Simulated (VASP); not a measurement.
Here is a VASP 6.6.1 calculation.

File INCAR:

```
SYSTEM = HC12
PREC = Accurate
ENCUT = 520
EDIFF = 1E-7
ISMEAR = 0
SIGMA = 0.05
LREAL = .False.
LASPH = .True.
NELM = 60
ALGO = Normal
ISIF = 2
LWAVE = .False.
LCHARG = .False.
GGA = CA
NBANDS = 36
NELECT = 48.0
```

KPOINTS

```
Automatic mesh
0
Gamma
  6 6 6
  0 0 0
```

File POSCAR:

```
HC12
1.0
    1.7657489870     -3.5314979740     -1.7657489870
    3.5314979740     -1.7657489870      1.7657489870
   -1.7657489870     -3.5314979740      1.7657489870
C H
12 1
Direct
    0.2500000000      1.0000000000      0.2500000000
    0.0833333333      0.3333333333      0.7500000000
    0.9166666667      0.6666666667      0.2500000000
    0.7500000000      1.0000000000      0.7500000000
    0.5833333333      0.3333333333      0.2500000000
    0.4166666667      0.6666666667      0.7500000000
    0.9583333333      0.3333333333      0.1250000000
    0.7916666667      0.6666666667      0.6250000000
    0.6250000000      1.0000000000      0.1250000000
    0.4583333333      0.3333333333      0.6250000000
    0.2916666667      0.6666666667      0.1250000000
    0.1250000000      1.0000000000      0.6250000000
    1.3333333333      0.4166666667      0.4166666667
```

Potentials or basis: VASP PAW LDA potentials, release 64 (C, H).

The run is started by

```bash
$ cat potpaw_LDA.64/C/POTCAR potpaw_LDA.64/H/POTCAR > POTCAR
$ mpirun -np 1 vasp_std > vasp.out
```

Question: What does it give for the largest force?

Answer: 9.550 eV/Å.

Forces on the atoms (eV/Å):
```
C   -0.187 -0.020 -0.031
C   -1.444  0.557  1.114
C    0.067  0.419  0.272
C    0.044  0.113 -0.493
C    4.069  0.312 -8.634
C    0.198 -0.082 -0.204
C    0.323 -0.776  0.102
C   -0.078  0.148  0.405
C   -0.093  0.410 -0.181
C   -2.741 -5.433  1.422
C    1.649  1.373  0.432
C   -0.042  0.000  0.100
H   -1.762  2.977  5.697
```

Caveat: the cell carries a net charge on a neutralising background, which shifts energy and pressure.
